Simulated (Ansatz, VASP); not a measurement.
# Two plane-wave programs on H

File INCAR:

```
SYSTEM = H
ALGO = Normal ; EDIFF = 1E-6
ENCUT = 500 ; GGA = PE
GGA_COMPAT = .False. ; ISIF = 2
ISMEAR = 0 ; LASPH = .True.
LCHARG = .False. ; LREAL = .False.
LWAVE = .False. ; NBANDS = 6
NELM = 120 ; PREC = Accurate
SIGMA = 0.1
```

KPOINTS

```
k-points
0
Gamma
  8 8 22
  0 0 0
```

Contents of POSCAR:

```
H
1.0
    2.5167897625      0.0000000000      0.0000000000
    0.0000000000      2.5167897625      0.0000000000
    0.0000000000      0.0000000000      0.9313324519
H
1
Direct
    0.0000000000      0.0000000000      0.5000000000
```

Input for Ansatz:

```yaml
crystal:
  lattice:
    - [2.5167897625, 0.0, 0.0]
    - [0.0, 2.5167897625, 0.0]
    - [0.0, 0.0, 0.9313324519]
  atoms:
    - { symbol: H, position: [0.0, 0.0, 0.5] }
basis:
  ecutwfc: 420
kpoints:
  mp_grid: { grid: [8, 8, 22] }
hamiltonian:
  xc: pbe
scf:
  occupations: { method: gaussian, width: 0.1 }
  algorithm: direct_min
  max_iter: 20
output:
  forces: true
  stress: true
  eigenvalues: true
```

Alike in both runs: task single point; functional PBE; k mesh 8 × 8 × 22; occupations gaussian, width 0.1 eV; no spin polarisation.

```csv
,VASP,Ansatz
version,VASP 6.6.1,Ansatz 0.2.0
potentials or method,"VASP PAW PBE potentials, release 64 (H), cutoff 500 eV","scalar-relativistic, plane waves, PAW"
valence electrons in the cell,1,1
```

```tsv
	VASP	Ansatz	Ansatz less VASP
pressure (GPa)	9.1	9.5	+0.43
traceless stress, the component that is largest in VASP (GPa)	10.57	10.50	-0.069
```
